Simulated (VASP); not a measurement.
# MnO2 (P4_2/mnm) in VASP: single point with PBE

Aim: the single point of MnO2 with PBE.

All numbers are computed with VASP 6.6.1; they aren't measurements. Logs are shortened: lines on timing, memory, paths and dates and some standing lists are left out, and cuts for length are marked.

**1. The cell of the first run**

The structure is tetragonal, space group P4_2/mnm (No. 136). The conventional cell has a = 4.448 Å, b = 4.448 Å, c = 2.878 Å, α = 90.00°, β = 90.00°, γ = 90.00°. Within 2.5 Å of Mn (site symmetry mmm) lie 6 O at 1.89 to 1.92 Å. O (site symmetry m2m) has 3 Mn at 1.89 to 1.92 Å and 1 O at 2.45 Å within 2.5 Å.

**2. Single point, PBE, collinear spin, ferromagnetic start**

File INCAR:

```
ALGO = Normal ; EDIFF = 1E-6
ENCUT = 520 ; GGA = PE
ISIF = 2 ; ISMEAR = 0
ISPIN = 2 ; LASPH = T
LCHARG = T ; LELF = T
LMAXMIX = 4 ; LORBIT = 11
LREAL = F ; LVHAR = T
LWAVE = F ; MAGMOM = 3 3 0 0 0 0
NBANDS = 38 ; NELM = 150
PREC = Accurate ; SIGMA = 0.05
```

File KPOINTS:

```
k-points
0
Gamma
  4 4 8
```

File POSCAR:

```
MnO2
1.0
    4.4480110405      0.0000000000      0.0000000000
    0.0000000000      4.4480110405      0.0000000000
    0.0000000000      0.0000000000      2.8776415848
Mn O
2 4
Direct
    0.0000000000      0.0000000000      0.0000000000
    0.5000000000      0.5000000000      0.5000000000
    0.3054611364      0.3054611364      0.0000000000
    0.1945388636      0.8054611364      0.5000000000
    0.6945388636      0.6945388636      0.0000000000
    0.8054611364      0.1945388636      0.5000000000
```

Potentials or basis: VASP PAW PBE potentials, release 64 (Mn_pv, O).

Command:

```console
cat potpaw_PBE.64/Mn_pv/POTCAR potpaw_PBE.64/O/POTCAR > POTCAR
mpirun -np 1 vasp_std > vasp.out
```

OUTCAR:

```text
EDIFF = 1E-6
   ENCUT = 520
   GGA = PE
   ISIF = 2
   ISMEAR = 0
   ISPIN = 2
   LASPH = T
   LORBIT = 11
   LREAL = F
   NELM = 150
   PREC = Accurate

 ion  position               nearest neighbor table
   1  0.000  0.000  0.000-   4 1.89   6 1.89   4 1.89   6 1.89   5 1.92   3 1.92
   2  0.500  0.500  0.500-   3 1.89   5 1.89   3 1.89   5 1.89   4 1.92   6 1.92
   3  0.305  0.305  0.000-   2 1.89   2 1.89   1 1.92
   4  0.195  0.805  0.500-   1 1.89   1 1.89   2 1.92
   5  0.695  0.695  0.000-   2 1.89   2 1.89   1 1.92
   6  0.805  0.195  0.500-   1 1.89   1 1.89   2 1.92

  LATTYP: Found a simple tetragonal cell.
 ALAT       =     4.4480110405
 C/A-ratio  =     0.6469501893

  Lattice vectors:

 A1 = (   4.4480110405,   0.0000000000,   0.0000000000)
 A2 = (   0.0000000000,   4.4480110405,   0.0000000000)
 A3 = (   0.0000000000,   0.0000000000,   2.8776415848)

Analysis of symmetry for initial positions (statically):
=====================================================================
 Subroutine PRICEL returns:
 Original cell was already a primitive cell.

 Routine SETGRP: Setting up the symmetry group for a
 simple tetragonal supercell.

 Subroutine GETGRP returns: Found 16 space group operations
 (whereof  8 operations were pure point group operations)
 out of a pool of 16 trial point group operations.

The static configuration has the point symmetry D_2h.
 The point group associated with its full space group is D_4h.

Analysis of symmetry for dynamics (positions and initial velocities):
=====================================================================
 Subroutine PRICEL returns:
 Original cell was already a primitive cell.

 Routine SETGRP: Setting up the symmetry group for a
 simple tetragonal supercell.

 Subroutine GETGRP returns: Found 16 space group operations
 (whereof  8 operations were pure point group operations)
 out of a pool of 16 trial point group operations.

The dynamic configuration has the point symmetry D_2h.
 The point group associated with its full space group is D_4h.

Analysis of structural, dynamic, and magnetic symmetry:
=====================================================================
 Subroutine PRICEL returns:
 Original cell was already a primitive cell.

 Routine SETGRP: Setting up the symmetry group for a
 simple tetragonal supercell.

 Subroutine GETGRP returns: Found 16 space group operations
 (whereof  8 operations were pure point group operations)
 out of a pool of 16 trial point group operations.

The overall configuration has the point symmetry D_2h.
 The point group associated with its full space group is D_4h.

 Subroutine INISYM returns: Found 16 space group operations
 (whereof  8 operations are pure point group operations),
 and found     1 'primitive' translations

----------------------------------------------------------------------------------------

                                     Primitive cell

  volume of cell :      56.9336

  direct lattice vectors                    reciprocal lattice vectors
     4.448011040  0.000000000  0.000000000     0.224819586  0.000000000  0.000000000
     0.000000000  4.448011040  0.000000000     0.000000000  0.224819586  0.000000000
     0.000000000  0.000000000  2.877641585     0.000000000  0.000000000  0.347506794

  length of vectors
     4.448011040  4.448011040  2.877641585     0.224819586  0.224819586  0.347506794

  position of ions in fractional coordinates (direct lattice)
     0.000000000  0.000000000  0.000000000
     0.500000000  0.500000000  0.500000000
     0.305461136  0.305461136  0.000000000
     0.194538864  0.805461136  0.500000000
     0.694538864  0.694538864  0.000000000
     0.805461136  0.194538864  0.500000000

  ion indices of the primitive-cell ions
   primitive index   ion index
                 1           1
                 2           2
                 3           3
                 4           4
                 5           5
                 6           6

[... 50 lines left out ...]
  0.500000  0.250000  0.375000      8.000000
  0.500000  0.500000  0.375000      2.000000
 [... further k-points ...]
   k-points           NKPTS =     30   k-points in BZ     NKDIM =     30   number of bands    NBANDS=     38
   number of dos      NEDOS =    301   number of ions     NIONS =      6
   total plane-waves  NPLWV =  31104
   dimension x,y,z NGX =    36 NGY =   36 NGZ =   24
   dimension x,y,z NGXF=    72 NGYF=   72 NGZF=   48
   ions per type =               2   4
   NGX,Y,Z   is equivalent  to a cutoff of  13.46, 13.46, 13.87 a.u.
   NGXF,Y,Z  is equivalent  to a cutoff of  26.91, 26.91, 27.73 a.u.
 SYSTEM =  unknown system
   PREC   = accura    normal or accurate (medium, high low for compatibility)
   ISTART =      0    job   : 0-new  1-cont  2-samecut
   ICHARG =      2    charge: 1-file 2-atom 10-const
   ISPIN  =      2    spin polarized calculation?
   LNONCOLLINEAR =      F non collinear calculations
   LSORBIT =      F    spin-orbit coupling
   LASPH  =      T    aspherical Exc in radial PAW
   ENCUT  =  520.0 eV  38.22 Ry    6.18 a.u.   8.27  8.27  5.35*2*pi/ulx,y,z
   NELM   =    150;   NELMIN=  2; NELMDL= -5     # of ELM steps
   EDIFF  = 0.1E-05   stopping-criterion for ELM
   LREAL  =      F    real-space projection
   EDIFFG = 0.1E-04   stopping-criterion for IOM
   NSW    =      0    number of steps for IOM
   IBRION =     -1    ionic relax: 0-MD 1-quasi-New 2-CG
   NFREE  =      0    steps in history (QN), initial steepest desc. (CG)
   ISIF   =      2    stress and relaxation
   ISYM   =      2    0-nonsym 1-usesym 2-fastsym
   POTIM  = 0.5000    time-step for ionic-motion
   TEBEG  =    0.0;   TEEND  =   0.0 temperature during run
   PSTRESS=    0.0 pullay stress
   NELECT =      50.0000    total number of electrons
   NUPDOWN=      -1.0000    fix difference up-down
   EMIN   =  10.00;   EMAX   =-10.00  energy-range for DOS
   EFERMI =   0.00;   METHOD = LEGACY
   ISMEAR =     0;   SIGMA  =   0.05  broadening in eV -4-tet -1-fermi 0-gaus
   EFERMI_NEDOS =   21; number of points for ismear=-14 and -15
   IALGO  =     38    algorithm
   IMIX   =      4    mixing-type and parameters
     AMIX     =   0.40;   BMIX     =  1.00
     AMIX_MAG =   1.60;   BMIX_MAG =  1.00
  volume/ion in A,a.u.               =       9.49        64.03
  Fermi-wavevector in a.u.,A,eV,Ry     =   1.567745  2.962608 33.440721  2.457824
  Thomas-Fermi vector in A             =   2.669879
   LORBIT       =     11    0 simple, 1 ext, 2 COOP (PROOUT), +10 PAW based schemes
   GGA     = PE    functional components
   LHFCALC =     F    Hartree Fock is set to
   AEXX    =    0.0000 exact exchange contribution
   IVDW    =     0    specifies the selected vdW correction
   LEPSILON=     F    determine dielectric tensor
   LRPA    =     F    only Hartree local field effects (RPA)
 spin polarized calculation
 Gauss-broadening in eV      SIGMA  =   0.05
  energy-cutoff  :      520.00
  volume of cell :       56.93
 maximum number of plane-waves:      1551
 NGX is ok and might be reduce to    36
   NGX = 17   NGY = 17   NGZ = 11

 number of electron      49.9999985 magnetization       5.9985375

 Free energy of the ion-electron system (eV)
  ---------------------------------------------------
  ext. energy  EPLUGINS =         0.00000000
  ---------------------------------------------------
  free energy    TOTEN  =       -47.72036609 eV

  energy without entropy =      -47.71987361  energy(sigma->0) =      -47.72011985

 E-fermi :   5.0872     XC(G=0): -11.8761

 val. band max:        5.0502197969   @ k =   0.2500   0.2500   0.5000
 cond. band min:       5.1667839753   @ k =   0.0000   0.0000   0.1250
 fundamental gap:      0.1165641783
 Fermi energy:         5.0871924815

 spin component 1

 k-point     1 :       0.0000    0.0000    0.0000
  band No.  band energies     occupation
      1     -45.6556      1.00000
      2     -45.6490      1.00000
      3     -45.5943      1.00000
      4     -45.5942      1.00000
      5     -45.5044      1.00000
      6     -45.5044      1.00000
[... 949 lines left out ...]
     36      18.0389      0.00000
     37      19.9771      0.00000

 [... further k-points ...]

 spin component 2

 k-point     1 :       0.0000    0.0000    0.0000
  band No.  band energies     occupation
      1     -42.6705      1.00000
      2     -42.6623      1.00000
      3     -42.6095      1.00000
      4     -42.6095      1.00000
      5     -42.5029      1.00000
      6     -42.5029      1.00000
[... 949 lines left out ...]
     36      18.7701      0.00000
     37      20.3468      0.00000

 [... further k-points ...]

 [bands above 37 left out]

------------------------ aborting loop because EDIFF is reached ----------------------------------------

  FORCE on cell =-STRESS in cart. coord.  units (eV):
  Direction    XX          YY          ZZ          XY          YZ          ZX
  --------------------------------------------------------------------------------------
  -------------------------------------------------------------------------------------
  Total        0.2908311      0.2908311      0.3489767     -0.0000000      0.0000000      0.0000000
  in kB        8.1843274      8.1843274      9.8206119     -0.0000000      0.0000000      0.0000000
  external PRESSURE =       8.7297556 kB  Pullay stress =       0.0000000 kB

 VOLUME and BASIS-vectors are now :
 -----------------------------------------------------------------------------
  energy-cutoff  :      520.00
  volume of cell :       56.93
      direct lattice vectors                 reciprocal lattice vectors
     4.448011040  0.000000000  0.000000000     0.224819586  0.000000000  0.000000000
     0.000000000  4.448011040  0.000000000     0.000000000  0.224819586  0.000000000
     0.000000000  0.000000000  2.877641585     0.000000000  0.000000000  0.347506794

 POSITION                                       TOTAL-FORCE (eV/Angst)
 -----------------------------------------------------------------------------------
      0.00000      0.00000      0.00000         0.000000      0.000000     -0.000000
      2.22401      2.22401      1.43882         0.000000      0.000000     -0.000000
      1.35869      1.35869      0.00000        -0.022021     -0.022021      0.000000
      0.86531      3.58270      1.43882         0.022021     -0.022021     -0.000000
      3.08932      3.08932      0.00000         0.022021      0.022021     -0.000000
      3.58270      0.86531      1.43882        -0.022021      0.022021     -0.000000
 -----------------------------------------------------------------------------------
    total drift:                               -0.000000      0.000000      0.000000

  FREE ENERGIE OF THE ION-ELECTRON SYSTEM (eV)
  ---------------------------------------------------
  free  energy   TOTEN  =       -47.7203660906 eV

  energy  without entropy=      -47.7198736091  energy(sigma->0) =      -47.72011985

 total charge

# of ion       s       p       d       tot
------------------------------------------
    1        0.344   6.448   4.876  11.668
    2        0.344   6.448   4.876  11.668
    3        1.568   3.453   0.000   5.021
    4        1.568   3.453   0.000   5.021
    5        1.568   3.453   0.000   5.021
    6        1.568   3.453   0.000   5.021
--------------------------------------------------
tot          6.961  26.707   9.753  43.421

 magnetization (x)

# of ion       s       p       d       tot
------------------------------------------
    1        0.017   0.028   2.663   2.708
    2        0.017   0.028   2.663   2.708
    3        0.001   0.091   0.000   0.092
    4        0.001   0.091   0.000   0.092
    5        0.001   0.091   0.000   0.092
    6        0.001   0.091   0.000   0.092
--------------------------------------------------
tot          0.038   0.418   5.326   5.782
```

Run time: 3.7 min. Hardware: 1 thread of Intel Xeon 8259CL, shared host; peak memory 0.25 GiB.

What came out:

```
Free energy                                           : -47.7204 eV
Pressure                                              : 0.9 GPa
Largest force                                         : 0.031 eV/Å
Band gap on the k mesh                                : zero (filled and empty bands overlap)
Net moment                                            : 6.00 μB per cell
Site moments                                          : Mn +2.71; O +0.09 μB
Valence electrons inside the program's atomic spheres : Mn 11.67; O 5.02
```

Forces on the atoms (eV/Å):
```
Mn   0.000  0.000  0.000
Mn   0.000  0.000  0.000
O   -0.022 -0.022  0.000
O    0.022 -0.022  0.000
O    0.022  0.022  0.000
O   -0.022  0.022  0.000
```

Stress tensor (GPa, compression positive):
```
0.82 0.00 0.00
0.00 0.82 0.00
0.00 0.00 0.98
```

Caveat: semilocal functionals often make such compounds metallic where correlation or magnetic order opens a gap, which also shifts bond lengths; only a ferromagnetic start was run, and an antiferromagnetic order may lie lower in energy. With open d or f shells a metallic result of PBE can be an artefact of self-interaction; +U or a hybrid may open a gap.
